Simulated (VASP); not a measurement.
# Bi: single point with PBEsol

The system is Bi.

```xyz
1
Lattice="-1.9588 1.9588 1.9588 1.9588 -1.9588 1.9588 1.9588 1.9588 -1.9588" Properties=species:S:1:pos:R:3 pbc="T T T"
Bi    0.0000    0.0000    0.0000
```

```json
{"Program": "VASP 6.6.1", "Task": "single point", "Functional": "PBEsol", "Potentials or basis": "VASP PAW PBE potentials, release 64 (Bi_d)", "Cutoff": "520 eV", "k mesh": "9 × 9 × 9", "Occupations": "fermi-dirac, width 0.05 eV", "Spin": "no spin polarisation"}
```

| Item | Value |
| --- | --- |
| Pressure | -0.1 GPa |

Levels at points of the mesh, in eV from the Fermi level:
```tsv
k point	band 3	band 4	band 5	band 6	band 7	band 8	band 9	band 10	band 11	band 12
(0.00, 0.00, 0.00)	-23.04	-22.90	-22.90	-13.84	5.30	5.30	5.30	9.49	10.42	10.42
```

Wall time 11 s on 1 thread of Intel(R) Xeon(R) Platinum 8259CL CPU @ 2.50GHz (Skylake/Cascade Lake), on a shared host, peak memory 0.16 GiB.

Caveat: the PAW data sets were made with another functional, which shifts forces and pressure a little; spin-orbit coupling is left out, which moves the levels of the heavy elements.
